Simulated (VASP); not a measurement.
# CuI (Fm-3m) in VASP: notebook

CuI is run at these levels: r2SCAN, PBEsol, PBE; tasks: single point, relaxation of cell and atoms.

All numbers are computed with VASP 6.6.1; they aren't measurements. Logs are shortened: lines on timing, memory, paths and dates and some standing lists are left out, and cuts for length are marked.

## Step 1: The cell of the first run

Symmetry: Fm-3m, No. 225, cubic system. Conventional cell: a = 5.712 Å, b = 5.712 Å, c = 5.712 Å, α = 90.00°, β = 90.00°, γ = 90.00°. Within 3.8 Å of Cu (site symmetry m-3m) lie 6 I at 2.86 Å. I (site symmetry m-3m) has 6 Cu at 2.86 Å within 3.8 Å.

## Step 2: Single point, r2SCAN

File POSCAR:

```
CuI
1.0
    0.0000000000      2.8561103470      2.8561103470
    2.8561103470      0.0000000000      2.8561103470
    2.8561103470      2.8561103470      0.0000000000
Cu I
1 1
Direct
    0.0000000000      0.0000000000      0.0000000000
    0.5000000000      0.5000000000      0.5000000000
```

File INCAR.step1:

```
SYSTEM = CuI
ALGO = Normal ; EDIFF = 1E-4
ENCUT = 520 ; GGA = PE
ISMEAR = -1 ; LASPH = .TRUE.
LCHARG = .FALSE. ; LREAL = .FALSE.
LWAVE = .TRUE. ; NBANDS = 16
NELM = 100 ; PREC = Accurate
SIGMA = 0.02
```

File INCAR.step2:

```
SYSTEM = CuI
ALGO = Normal ; EDIFF = 1E-6
ENCUT = 520 ; ISIF = 2
ISMEAR = -1 ; ISTART = 1
LASPH = .TRUE. ; LCHARG = .FALSE.
LMIXTAU = .TRUE. ; LREAL = .FALSE.
LWAVE = .FALSE. ; METAGGA = R2SCAN
NBANDS = 16 ; NELM = 100
PREC = Accurate ; SIGMA = 0.02
```

File KPOINTS:

```
k-points
0
G
  8 8 8
  0 0 0
```

Potentials or basis: VASP PAW PBE potentials, release 64 (Cu, I).

On the command line:

```console
cat potpaw_PBE.64/Cu/POTCAR potpaw_PBE.64/I/POTCAR > POTCAR
cp INCAR.step1 INCAR
mpirun -np 1 vasp_std > vasp.out
cp INCAR.step2 INCAR
mpirun -np 1 vasp_std > vasp.out
```

OUTCAR:

```text
SYSTEM = CuI
   EDIFF = 1E-6
   ENCUT = 520
   ISIF = 2
   ISMEAR = -1
   ISTART = 1
   LASPH = .TRUE.
   LREAL = .FALSE.
   METAGGA = R2SCAN
   NELM = 100
   PREC = Accurate

 ion  position               nearest neighbor table
   1  0.000  0.000  0.000-   2 2.86   2 2.86   2 2.86   2 2.86   2 2.86   2 2.86
   2  0.500  0.500  0.500-   1 2.86   1 2.86   1 2.86   1 2.86   1 2.86   1 2.86

  LATTYP: Found a face centered cubic cell.
 ALAT       =     5.7122206940

  Lattice vectors:

 A1 = (   0.0000000000,   2.8561103470,   2.8561103470)
 A2 = (   2.8561103470,   0.0000000000,   2.8561103470)
 A3 = (   2.8561103470,   2.8561103470,   0.0000000000)

Analysis of symmetry for initial positions (statically):
=====================================================================
 Subroutine PRICEL returns:
 Original cell was already a primitive cell.

 Routine SETGRP: Setting up the symmetry group for a
 face centered cubic supercell.

 Subroutine GETGRP returns: Found 48 space group operations
 (whereof 48 operations were pure point group operations)
 out of a pool of 48 trial point group operations.

The static configuration has the point symmetry O_h .

Analysis of symmetry for dynamics (positions and initial velocities):
=====================================================================
 Subroutine PRICEL returns:
 Original cell was already a primitive cell.

 Routine SETGRP: Setting up the symmetry group for a
 face centered cubic supercell.

 Subroutine GETGRP returns: Found 48 space group operations
 (whereof 48 operations were pure point group operations)
 out of a pool of 48 trial point group operations.

The dynamic configuration has the point symmetry O_h .

 Subroutine INISYM returns: Found 48 space group operations
 (whereof 48 operations are pure point group operations),
 and found     1 'primitive' translations

----------------------------------------------------------------------------------------

                                     Primitive cell

  volume of cell :      46.5967

  direct lattice vectors                    reciprocal lattice vectors
     0.000000000  2.856110347  2.856110347    -0.175063264  0.175063264  0.175063264
     2.856110347  0.000000000  2.856110347     0.175063264 -0.175063264  0.175063264
     2.856110347  2.856110347  0.000000000     0.175063264  0.175063264 -0.175063264

  length of vectors
     4.039149988  4.039149988  4.039149988     0.303218468  0.303218468  0.303218468

  position of ions in fractional coordinates (direct lattice)
     0.000000000  0.000000000  0.000000000
     0.500000000  0.500000000  0.500000000

  ion indices of the primitive-cell ions
   primitive index   ion index
                 1           1
                 2           2

----------------------------------------------------------------------------------------

 KPOINTS: k-points

Automatic generation of k-mesh.
 Grid dimensions read from file:
 generate k-points for:    8    8    8

 Generating k-lattice:

  Cartesian coordinates                     Fractional coordinates (reciprocal lattice)
    -0.021882908  0.021882908  0.021882908     0.125000000  0.000000000  0.000000000
     0.021882908 -0.021882908  0.021882908     0.000000000  0.125000000  0.000000000
     0.021882908  0.021882908 -0.021882908     0.000000000  0.000000000  0.125000000

  Length of vectors
     0.037902308  0.037902308  0.037902308

  Shift w.r.t. Gamma in fractional coordinates (k-lattice)
     0.000000000  0.000000000  0.000000000

 Subroutine IBZKPT returns following result:
 ===========================================

 Found     29 irreducible k-points:

 Following reciprocal coordinates:
            Coordinates               Weight
  0.000000  0.000000  0.000000      1.000000
  0.125000  0.000000  0.000000      8.000000
  0.250000  0.000000  0.000000      8.000000
  0.375000  0.000000  0.000000      8.000000
  0.500000  0.000000  0.000000      4.000000
  0.125000  0.125000  0.000000      6.000000
[... 16 lines left out ...]
  0.500000  0.250000  0.125000     48.000000
 -0.375000  0.250000  0.125000     24.000000
 [... further k-points ...]
   k-points           NKPTS =     29   k-points in BZ     NKDIM =     29   number of bands    NBANDS=     16
   number of dos      NEDOS =    301   number of ions     NIONS =      2
   total plane-waves  NPLWV =  27000
   dimension x,y,z NGX =    30 NGY =   30 NGZ =   30
   dimension x,y,z NGXF=    60 NGYF=   60 NGZF=   60
   ions per type =               1   1
   NGX,Y,Z   is equivalent  to a cutoff of  12.35, 12.35, 12.35 a.u.
   NGXF,Y,Z  is equivalent  to a cutoff of  24.70, 24.70, 24.70 a.u.
 SYSTEM =  CuI
   PREC   = accura    normal or accurate (medium, high low for compatibility)
   ISTART =      1    job   : 0-new  1-cont  2-samecut
   ICHARG =      0    charge: 1-file 2-atom 10-const
   ISPIN  =      1    spin polarized calculation?
   LNONCOLLINEAR =      F non collinear calculations
   LSORBIT =      F    spin-orbit coupling
   LASPH  =      T    aspherical Exc in radial PAW
   ENCUT  =  520.0 eV  38.22 Ry    6.18 a.u.   7.51  7.51  7.51*2*pi/ulx,y,z
   NELM   =    100;   NELMIN=  2; NELMDL=  0     # of ELM steps
   EDIFF  = 0.1E-05   stopping-criterion for ELM
   LREAL  =      F    real-space projection
   EDIFFG = 0.1E-04   stopping-criterion for IOM
   NSW    =      0    number of steps for IOM
   IBRION =     -1    ionic relax: 0-MD 1-quasi-New 2-CG
   NFREE  =      0    steps in history (QN), initial steepest desc. (CG)
   ISIF   =      2    stress and relaxation
   ISYM   =      2    0-nonsym 1-usesym 2-fastsym
   POTIM  = 0.5000    time-step for ionic-motion
   TEBEG  =    0.0;   TEEND  =   0.0 temperature during run
   PSTRESS=    0.0 pullay stress
   NELECT =      18.0000    total number of electrons
   NUPDOWN=      -1.0000    fix difference up-down
   EMIN   =  10.00;   EMAX   =-10.00  energy-range for DOS
   EFERMI =   0.00;   METHOD = LEGACY
   ISMEAR =    -1;   SIGMA  =   0.02  broadening in eV -4-tet -1-fermi 0-gaus
   EFERMI_NEDOS =   21; number of points for ismear=-14 and -15
   IALGO  =     38    algorithm
   IMIX   =      4    mixing-type and parameters
     AMIX     =   0.40;   BMIX     =  1.00
     AMIX_MAG =   1.60;   BMIX_MAG =  1.00
  volume/ion in A,a.u.               =      23.30       157.22
[... 36 lines left out ...]
      3       4.1817      2.00000
      4       4.1817      2.00000
      5       4.1937      2.00000
      6       4.1937      2.00000
[... 8 lines left out ...]
     15      15.5287      0.00000
     16      15.5287      0.00000

 k-point     2 :       0.1250    0.0000    0.0000
  band No.  band energies     occupation
      1      -8.5594      2.00000
      2       3.0143      2.00000
      3       3.5157      2.00000
      4       3.5158      2.00000
      5       4.2589      2.00000
      6       4.2590      2.00000
[... 8 lines left out ...]
     15      14.7101      0.00000
     16      15.2225      0.00000

 k-point     3 :       0.2500    0.0000    0.0000
  band No.  band energies     occupation
      1      -8.2356      2.00000
      2       1.3435      2.00000
      3       2.9618      2.00000
      4       2.9618      2.00000
      5       4.3368      2.00000
      6       4.3368      2.00000
[... 8 lines left out ...]
     15      15.4874      0.00000
     16      15.4874      0.00000

 k-point     4 :       0.3750    0.0000    0.0000
  band No.  band energies     occupation
      1      -7.8551      2.00000
      2       0.0356      2.00000
      3       2.6010      2.00000
      4       2.6011      2.00000
      5       4.4173      2.00000
      6       4.4174      2.00000
[... 8 lines left out ...]
     15      17.0193      0.00000
     16      17.0193      0.00000

 k-point     5 :       0.5000    0.0000    0.0000
  band No.  band energies     occupation
      1      -7.6740      2.00000
      2      -0.4686      2.00000
      3       2.4762      2.00000
      4       2.4762      2.00000
      5       4.4514      2.00000
      6       4.4515      2.00000
[... 8 lines left out ...]
     15      18.4182      0.00000
     16      18.4182      0.00000

 k-point     6 :       0.1250    0.1250    0.0000
  band No.  band energies     occupation
      1      -8.5200      2.00000
      2       2.7460      2.00000
      3       3.6361      2.00000
      4       3.6361      2.00000
      5       4.1956      2.00000
      6       4.2106      2.00000
[... 8 lines left out ...]
     15      16.4603      0.00000
     16      16.4605      0.00000

 k-point     7 :       0.2500    0.1250    0.0000
  band No.  band energies     occupation
      1      -8.2661      2.00000
      2       1.6941      2.00000
      3       3.0128      2.00000
      4       3.1466      2.00000
      5       4.2352      2.00000
      6       4.3186      2.00000
[... 8 lines left out ...]
     15      16.4777      0.00000
     16      16.5110      0.00000

 k-point     8 :       0.3750    0.1250    0.0000
  band No.  band energies     occupation
      1      -7.9026      2.00000
      2       0.4767      2.00000
      3       2.5030      2.00000
      4       2.7067      2.00000
      5       4.3259      2.00000
      6       4.4224      2.00000
[... 8 lines left out ...]
     15      17.3866      0.00000
     16      17.7048      0.00000

 k-point     9 :       0.5000    0.1250    0.0000
  band No.  band energies     occupation
      1      -7.6441      2.00000
      2      -0.2406      2.00000
      3       2.2625      2.00000
      4       2.4848      2.00000
      5       4.4159      2.00000
      6       4.4597      2.00000
[... 8 lines left out ...]
     15      18.5153      0.00000
     16      18.8553      0.00000
[... 172 lines left out ...]
 k-point    19 :       0.5000    0.3750    0.0000
  band No.  band energies     occupation
      1      -7.4782      2.00000
      2       0.5342      2.00000
      3       2.0411      2.00000
      4       2.5497      2.00000
      5       4.1186      2.00000
      6       4.4593      2.00000
[... 8 lines left out ...]
     15      19.5127      0.00000
     16      20.3400      0.00000

 k-point    20 :      -0.3750    0.3750    0.0000
  band No.  band energies     occupation
      1      -7.4283      2.00000
      2       0.8340      2.00000
      3       1.0220      2.00000
      4       2.4425      2.00000
      5       4.2819      2.00000
      6       4.4943      2.00000
[... 8 lines left out ...]
     15      17.8396      0.00000
     16      20.7119      0.00000

 k-point    21 :       0.5000    0.5000    0.0000
  band No.  band energies     occupation
      1      -7.4388      2.00000
      2       0.4267      2.00000
      3       2.5709      2.00000
      4       2.5709      2.00000
      5       3.9737      2.00000
      6       4.3101      2.00000
[... 8 lines left out ...]
     15      19.3460      0.00000
     16      20.2455      0.00000

 k-point    22 :       0.3750    0.2500    0.1250
  band No.  band energies     occupation
      1      -7.9930      2.00000
      2       1.0119      2.00000
      3       2.6288      2.00000
      4       2.7282      2.00000
      5       4.2817      2.00000
      6       4.3721      2.00000
[... 8 lines left out ...]
     15      17.8574      0.00000
     16      18.2517      0.00000

 k-point    23 :       0.5000    0.2500    0.1250
  band No.  band energies     occupation
      1      -7.6830      2.00000
      2       0.3450      2.00000
      3       2.0649      2.00000
      4       2.4590      2.00000
      5       4.3578      2.00000
      6       4.4521      2.00000
[... 8 lines left out ...]
     15      17.9711      0.00000
     16      19.0337      0.00000

 k-point    24 :      -0.3750    0.2500    0.1250
  band No.  band energies     occupation
      1      -7.5404      2.00000
      2       0.0470      2.00000
      3       1.8650      2.00000
      4       2.3594      2.00000
      5       4.4235      2.00000
      6       4.4467      2.00000
[... 8 lines left out ...]
     15      16.7526      0.00000
     16      19.6826      0.00000

 [... further k-points ...]

------------------------ aborting loop because EDIFF is reached ----------------------------------------

  FORCE on cell =-STRESS in cart. coord.  units (eV):
  Direction    XX          YY          ZZ          XY          YZ          ZX
  --------------------------------------------------------------------------------------
  -------------------------------------------------------------------------------------
  Total       -0.0166564     -0.0166564     -0.0166564      0.0000000      0.0000000     -0.0000000
  in kB       -0.5727115     -0.5727115     -0.5727115      0.0000000      0.0000000     -0.0000000
  external PRESSURE =      -0.5727115 kB  Pullay stress =       0.0000000 kB

 VOLUME and BASIS-vectors are now :
 -----------------------------------------------------------------------------
  energy-cutoff  :      520.00
  volume of cell :       46.60
      direct lattice vectors                 reciprocal lattice vectors
     0.000000000  2.856110347  2.856110347    -0.175063264  0.175063264  0.175063264
     2.856110347  0.000000000  2.856110347     0.175063264 -0.175063264  0.175063264
     2.856110347  2.856110347  0.000000000     0.175063264  0.175063264 -0.175063264

 POSITION                                       TOTAL-FORCE (eV/Angst)
 -----------------------------------------------------------------------------------
      0.00000      0.00000      0.00000        -0.000000      0.000000     -0.000000
      2.85611      2.85611      2.85611         0.000000      0.000000      0.000000
 -----------------------------------------------------------------------------------
    total drift:                               -0.000000      0.000000      0.000000

  FREE ENERGIE OF THE ION-ELECTRON SYSTEM (eV)
  ---------------------------------------------------
  free  energy   TOTEN  =       -35.3402117350 eV

  energy  without entropy=      -35.3396574782  energy(sigma->0) =      -35.33993461
```

Run time: 51 s. Hardware: 1 thread of Intel Xeon Platinum 8559C (Emerald Rapids), shared host; peak memory 0.18 GiB.

What came out:

```
Free energy            : -35.3402 eV
Pressure               : -0.1 GPa
Band gap on the k mesh : zero (band 9 reaches 6.16 eV, above the bottom of band 10 at 6.04 eV)
```

Caveat: the PAW data sets were made with another functional, which shifts forces and pressure a little; spin-orbit coupling is left out, which moves the levels of the heavy elements; semilocal functionals often make such compounds metallic where correlation or magnetic order opens a gap, which also shifts bond lengths.

## Step 3: Relaxation of cell and atoms, PBEsol

This run uses another cell than the first one, of 23.64 Å³/atom, 1.015 times its volume.

File INCAR:

```
PREC = Accurate
ENCUT = 600
EDIFF = 1E-7
ISMEAR = -1
SIGMA = 0.02
LREAL = False
LASPH = True
NELM = 100
ALGO = Normal
ISIF = 3
LWAVE = False
LCHARG = False
GGA = PS
IBRION = 2
NSW = 80
EDIFFG = -0.005
```

File KPOINTS:

```
Automatic mesh
0
Gamma
  8 8 8
```

File POSCAR:

```
CuI
1.0
    0.0000000000      2.8701631234      2.8701631234
    2.8701631234      0.0000000000      2.8701631234
    2.8701631234      2.8701631234      0.0000000000
Cu I
1 1
Direct
    0.0000000000      0.0000000000      0.0000000000
    0.5000000000      0.5000000000      0.5000000000
```

Potentials or basis: VASP PAW PBE potentials, release 64 (Cu, I).

On the command line:

```console
cat potpaw_PBE.64/Cu/POTCAR potpaw_PBE.64/I/POTCAR > POTCAR
mpirun -np 1 vasp_std > vasp.out
```

Run time: 26 s. Hardware: 1 thread of Intel Xeon Platinum 8559C (Emerald Rapids), shared host; peak memory 0.2 GiB.

Results (log left out):

```yaml
Free_energy: -5.9231 eV
Relaxed_volume: 21.92 Å³/atom
Relaxed_cell: a = 3.958 Å, b = 3.958 Å, c = 3.958 Å, α = 60.00°, β = 60.00°, γ = 60.00°
Space_group_after_relaxing_to_0.05_Å: Fm-3m (No. 225)
Energy_gained_by_relaxing: 20.9 meV/atom
Ionic_steps: 3
Pressure_after_relaxing: 0.0 GPa
Band_gap_on_the_k_mesh: zero (band 9 reaches 6.97 eV, above the bottom of band 10 at 6.33 eV)
```

Step by step:
```tsv
step	energy change (eV)	largest force (eV/Å)	pressure (GPa)	volume (Å³)
1	0.0000	0.0000	-3.60	47.29
2	-0.0417	0.0000	0.12	43.75
3	-0.0417	0.0000	-0.01	43.84
```

Final structure:
```
CELL_PARAMETERS angstrom
0.00000 2.79861 2.79861
2.79861 0.00000 2.79861
2.79861 2.79861 0.00000
ATOMIC_POSITIONS crystal
Cu 0.00000 0.00000 0.00000
I 0.50000 0.50000 0.50000
```

Levels at points of the mesh, in eV from the Fermi level:
```csv
k point,band 6,band 7,band 8,band 9,band 10,band 11,band 12,band 13
"(0.00, 0.00, 0.00)",-2.24,-1.85,-1.85,-1.85,1.09,7.29,7.29,7.29
"(0.50, 0.00, 0.00)",-1.99,-1.88,0.02,0.02,2.61,4.24,4.24,5.96
"(0.50, 0.50, 0.00)",-2.12,-1.90,-1.90,-1.76,-0.61,4.20,10.35,10.35
```

Caveat: the PAW data sets were made with another functional, which shifts forces and pressure a little; spin-orbit coupling is left out, which moves the levels of the heavy elements; semilocal functionals often make such compounds metallic where correlation or magnetic order opens a gap, which also shifts bond lengths.

## Step 4: Single point, PBE, non-collinear spin, zero start, spin-orbit coupling

File INCAR:

```
SYSTEM = CuI
ALGO = Normal
EDIFF = 1E-6
ENCUT = 520
GGA = PE
GGA_COMPAT = .FALSE.
ISIF = 2
ISMEAR = -1
LASPH = .TRUE.
LCHARG = .FALSE.
LMAXMIX = 4
LORBIT = 11
LORBMOM = .TRUE.
LREAL = .FALSE.
LSORBIT = .TRUE.
LWAVE = .FALSE.
MAGMOM = 0 0 0 0 0 0
NBANDS = 30
NELM = 150
PREC = Accurate
SIGMA = 0.02
```

File KPOINTS:

```
k-points
0
G
  8 8 8
  0 0 0
```

File POSCAR:

```
CuI
1.0
    0.0000000000      2.8561103470      2.8561103470
    2.8561103470      0.0000000000      2.8561103470
    2.8561103470      2.8561103470      0.0000000000
Cu I
1 1
Direct
    0.0000000000      0.0000000000      0.0000000000
    0.5000000000      0.5000000000      0.5000000000
```

On the command line:

```console
cat potpaw_PBE.64/Cu/POTCAR potpaw_PBE.64/I/POTCAR > POTCAR
mpirun -np 1 vasp_ncl > vasp.out
```

It took 48 s on 1 thread of Intel Xeon Platinum 8559C (Emerald Rapids), shared host; peak memory 0.3 GiB.

Results (log left out):

```
Free energy                                           : -5.2294 eV
Pressure                                              : 1.5 GPa
Net moment                                            : 0.00 μB per cell
Valence electrons inside the program's atomic spheres : Cu 9.82; I 4.29
```

Moments on the atoms (μB; x, y, z):
```
Cu  0.00 0.00 0.00
I   0.00 0.00 0.00
```

## Step 5: Overview

```tsv
task	level	spin	cell	cutoff (eV)	gap on the mesh (eV)	pressure (GPa)
single point	r2SCAN	off	a = 4.039 Å, angles 60.0°, 2 atoms	520	none	-0.1
relaxation of cell and atoms	PBEsol	off	relaxed from a = 4.059 Å, angles 60.0°, 2 atoms	600	none	0.0
single point	PBE	non-collinear, zero start, SOC	a = 4.039 Å, angles 60.0°, 2 atoms	520	-	1.5
```

Alike in all rows: potentials or basis VASP PAW PBE potentials, release 64 (Cu, I); k mesh 8 × 8 × 8; smearing fermi-dirac 0.02 eV.

Caveats: the PAW data sets were made with another functional, which shifts forces and pressure a little (some runs); spin-orbit coupling is left out, which moves the levels of the heavy elements (some runs); semilocal functionals often make such compounds metallic where correlation or magnetic order opens a gap, which also shifts bond lengths (some runs).

Total energies depend on the potentials used, so only differences within one code and one set of settings carry meaning.
